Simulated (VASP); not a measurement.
A run of VASP 6.6.1:

The input INCAR:

```
ALGO = Normal ; EDIFF = 1E-6
ENCUT = 520 ; GGA = PE
ISIF = 2 ; ISMEAR = 0
LASPH = True ; LCHARG = True
LELF = True ; LREAL = False
LVHAR = True ; LWAVE = False
NBANDS = 39 ; NELM = 60
PREC = Accurate ; SIGMA = 0.05
```

KPOINTS

```
k-points
0
Gamma
  9 9 2
```

POSCAR

```
GeSb4Te4
1.0
    4.3342494749      0.0000000000      0.0000000000
   -2.1671247374      3.7535701516      0.0000000000
    0.0000000000      0.0000000000     17.3673160000
Ge Sb Te
1 4 4
Direct
    0.0000000000      0.0000000000      0.0000000000
    0.3333333300      0.6666666700      0.5445200000
    0.6666666700      0.3333333300      0.4554800000
    0.6666666700      0.3333333300      0.7857900000
    0.3333333300      0.6666666700      0.2142100000
    0.3333333300      0.6666666700      0.9018000000
    0.6666666700      0.3333333300      0.0982000000
    0.0000000000      0.0000000000      0.6872210000
    0.0000000000      0.0000000000      0.3127790000
```

Potentials or basis: VASP PAW PBE potentials, release 64 (Ge_d, Sb, Te).

The run is started by

```console
$ cat potpaw_PBE.64/Ge_d/POTCAR potpaw_PBE.64/Sb/POTCAR potpaw_PBE.64/Te/POTCAR > POTCAR
$ mpirun -np 1 vasp_std > vasp.out
```

Hardware: 1 thread of Intel(R) Xeon(R) Platinum 8488C (Sapphire Rapids), with other jobs on the host.

Estimate the wall time of this run.

Run time: 3.1 min on 1 thread of Intel(R) Xeon(R) Platinum 8488C (Sapphire Rapids) (shared host), peak memory 0.51 GiB. Counts: scf iterations 14, k points 24.
